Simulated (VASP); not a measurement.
## ZnSe (zincblende type): density of states with LDA

Crystal: ZnSe (zincblende type).

```xyz
2
Lattice="0.0000 2.2809 2.2809 2.2809 0.0000 2.2809 2.2809 2.2809 0.0000" Properties=species:S:1:pos:R:3 pbc="T T T"
Zn    0.0000    0.0000    0.0000
Se    1.1405    1.1405    1.1405
```

This cell differs from its parent crystal: volume scaled by 0.55.

| Property | Result |
| --- | --- |
| Program | VASP 6.6.1 |
| Task | density of states |
| Functional | LDA |
| Potentials or basis | VASP PAW LDA potentials, release 64 (Zn, Se) |
| Cutoff | 520 eV |
| k mesh | 11 × 11 × 11 |
| Occupations | fermi-dirac, width 0.08 eV |
| Spin | no spin polarisation |
| Dipole correction | no |
| k mesh for the DOS | 17 × 17 × 17 |
| Occupations for the DOS | tetrahedron |
| Further INCAR settings | ALGO = Normal; EDIFF = 1e-07 |

```yaml
Valence_electrons_inside_the_program's_atomic_spheres: Zn 12.16; Se 4.63
```

Levels at points of the mesh, in eV from the valence-band top:
```tsv
k point	band 7	band 8	band 9	band 10	band 11	band 12
(0.00, 0.00, 0.00)	0.00	0.00	0.00	4.10	4.68	4.68
```

It took 25 s on 1 thread of AMD EPYC 9R45 96-Core Processor (Zen 5), with other jobs on the host, peak memory 0.14 GiB.
